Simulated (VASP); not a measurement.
The system is W.

```
CELL_PARAMETERS angstrom
-2.46568 2.46568 1.34507
2.46568 -2.46568 1.34507
2.46568 2.46568 -1.34507
ATOMIC_POSITIONS crystal
W 0.00000 0.00000 0.00000
W 0.75000 0.25000 0.50000
```

```yaml
Program: VASP 6.6.1
Task: relaxation of cell and atoms
Functional: PBEsol
Potentials_or_basis: VASP PAW PBE potentials, release 64 (W_sv)
Cutoff: 600 eV
k_mesh: 8 × 8 × 8
Occupations: gaussian, width 0.1 eV
Spin: no spin polarisation
```

At the start: pressure 12.8 GPa; volume 16.35 Å³/atom.

Problem. How do energy, volume and symmetry change on relaxing?

Solution. Over 6 steps the energy falls by 41.5 meV/atom and the volume is 17.14 Å³/atom (+4.8 %); space group I4_1/amd (No. 141, to 0.1 Å) before and after.

Step by step:
```
step  energy change (eV)  largest force (eV/Å)  pressure (GPa)  volume (Å³)
   1              0.0000                0.0000           12.79        32.71
   2              0.3645                0.0000          -25.59        39.26
   3             -0.0730                0.0000           -1.58        34.50
   4             -0.0731                0.0000           -1.05        34.41
   5             -0.0818                0.0000            0.30        34.25
   6             -0.0830                0.0000           -0.08        34.29
```

Final structure:
```xyz
2
Lattice="-2.5333 2.5333 1.3358 2.5333 -2.5333 1.3358 2.5333 2.5333 -1.3358" Properties=species:S:1:pos:R:3 pbc="T T T"
W     0.0000    0.0000    0.0000
W     0.0000    2.5333    0.6679
```

Caveat: the PAW data sets were made with another functional, which shifts forces and pressure a little.
